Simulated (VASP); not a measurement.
Set up this calculation in VASP 6.6.1, as the native input.

| Item | Value |
| --- | --- |
| Task | single point |
| Functional | PBE |
| Potentials or basis | VASP PAW PBE potentials, release 64 (Eu, S) |
| Cutoff | 600 eV |
| k mesh | 6 × 6 × 6 |
| Occupations | gaussian, width 0.1 eV |
| Spin | collinear spin, ferromagnetic start |
| Starting moments | [7.0, 0.0] μB |
| Hubbard terms | Eu f U = 6.0 eV |
| Dipole correction | no |
| Further INCAR settings | ALGO = Normal; EDIFF = 1e-06; NBANDS = 22 |

The structure of EuS lies in POSCAR:

```
EuS
1.0
    0.0000000000      2.9785018670      2.9785018670
    2.9785018670      0.0000000000      2.9785018670
    2.9785018670      2.9785018670      0.0000000000
Eu S
1 1
Direct
    0.5000000000      0.5000000000      0.5000000000
    0.0000000000      0.0000000000      0.0000000000
```

The input as run:

INCAR

```
  PREC = Accurate
  ENCUT = 600
  EDIFF = 1E-6
  ISMEAR = 0
  SIGMA = 0.1
  LREAL = False
  LASPH = True
  NELM = 200
  ALGO = Normal
  ISIF = 2
  LWAVE = False
  LCHARG = False
  ISPIN = 2
  MAGMOM = 7 0
  LORBIT = 11
  LMAXMIX = 6
  LDAU = True
  LDAUTYPE = 2
  LDAUL = 3 -1
  LDAUU = 6 0
  LDAUJ = 0 0
  LDAUPRINT = 1
  GGA = PE
  NBANDS = 22
  GGA_COMPAT = False
```

KPOINTS

```
Automatic mesh
0
Gamma
  6 6 6
```

Potentials or basis: VASP PAW PBE potentials, release 64 (Eu, S).

Command:

```bash
$ cat potpaw_PBE.64/Eu/POTCAR potpaw_PBE.64/S/POTCAR > POTCAR
$ mpirun -np 1 vasp_std > vasp.out
```

Results of the run:

The pressure is 1.1 GPa and the band gap on the k mesh is 0.42 eV (least direct gap 0.69 eV). The net moment is 7.00 μB per cell and the site moments are Eu +6.72; S -0.06 μB. The valence electrons inside the program's atomic spheres are Eu 14.89; S 3.77.

Caveat: spin-orbit coupling is left out, which moves the levels of the heavy elements; a cell with one magnetic atom can't hold antiferromagnetic order, which such compounds often take.

Run time: 120 s on 1 thread of Oxide Virtual Turin-like Processor, with other jobs on the host, peak memory 0.22 GiB.
